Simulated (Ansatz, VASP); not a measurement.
KTaO3 in VASP and in Ansatz

INCAR

```
SYSTEM = KTaO3
PREC = Accurate ; ENCUT = 520
EDIFF = 1E-6 ; ISMEAR = -1
SIGMA = 0.01 ; LREAL = .FALSE.
LASPH = .TRUE. ; NELM = 100
ALGO = Normal ; ISIF = 2
LWAVE = .FALSE. ; LCHARG = .FALSE.
NBANDS = 27
```

Contents of KPOINTS:

```
regular mesh
0
G
  5 5 5
  0 0 0
```

File POSCAR:

```
KTaO3
1.0
    3.9883000000      0.0000000000      0.0000000000
    0.0000000000      3.9883000000      0.0000000000
    0.0000000000      0.0000000000      3.9484170000
K Ta O
1 1 3
Direct
    0.5000000000      0.5000000000      0.5000000000
    0.0000000000      0.0000000000      0.0000000000
    0.5000000000      0.0000000000      0.0000000000
    0.0000000000      0.5000000000      0.0000000000
    0.0000000000      0.0000000000      0.5000000000
```

Input for Ansatz:

```yaml
crystal:
  lattice:
    - [3.9883, 0.0, 0.0]
    - [0.0, 3.9883, 0.0]
    - [0.0, 0.0, 3.948417]
  atoms:
    - { symbol: K, position: [0.5, 0.5, 0.5] }
    - { symbol: Ta, position: [0.0, 0.0, 0.0] }
    - { symbol: O, position: [0.5, 0.0, 0.0] }
    - { symbol: O, position: [0.0, 0.5, 0.0] }
    - { symbol: O, position: [0.0, 0.0, 0.5] }
kpoints:
  mp_grid: { grid: [5, 5, 5] }
  band_path:
    path:
      - [0.0, 0.0, 0.0]
      - [0.0, 0.5, 0.0]
      - [0.5, 0.5, 0.0]
      - [0.0, 0.0, 0.0]
      - [0.0, 0.0, 0.5]
      - [0.0, 0.5, 0.5]
      - [0.5, 0.5, 0.5]
      - [0.0, 0.0, 0.5]
      - [0.0, 0.5, 0.0]
    npoints: 5
scf:
  occupations: { method: fermi_dirac, width: 0.01 }
hamiltonian:
  xc: lda
  pseudopotentials: { kind: all_electron, lapw: { basis_error: 0.0005 } }
output:
  forces: true
  stress: true
  eigenvalues: true
```

Change from the starting cell: zz strain of -1 %.

Alike in both runs: task single point; functional LDA; k mesh 5 × 5 × 5; occupations fermi-dirac, width 0.01 eV; no spin polarisation.

|  | VASP | Ansatz |
| --- | --- | --- |
| version | VASP 6.6.1 | Ansatz 0.2.0 |
| potentials or method | VASP PAW LDA potentials, release 64 (K_sv, Ta_pv, O), cutoff 520 eV | all-electron LAPW, scalar-relativistic |

```csv
,VASP,Ansatz,Ansatz less VASP
gap on the k mesh at the Fermi level (eV),2.14,2.20,+0.058
pressure (GPa),-2.3,-3.5,-1.17
"traceless stress, the component that is largest in VASP (GPa)",2.65,2.58,-0.066
```

LDA's correlation is that of Perdew and Zunger in VASP and of Perdew and Wang (1992) in Ansatz. Ansatz ran all-electron here, and VASP with PAW potentials.

Neither program's run includes spin-orbit coupling.
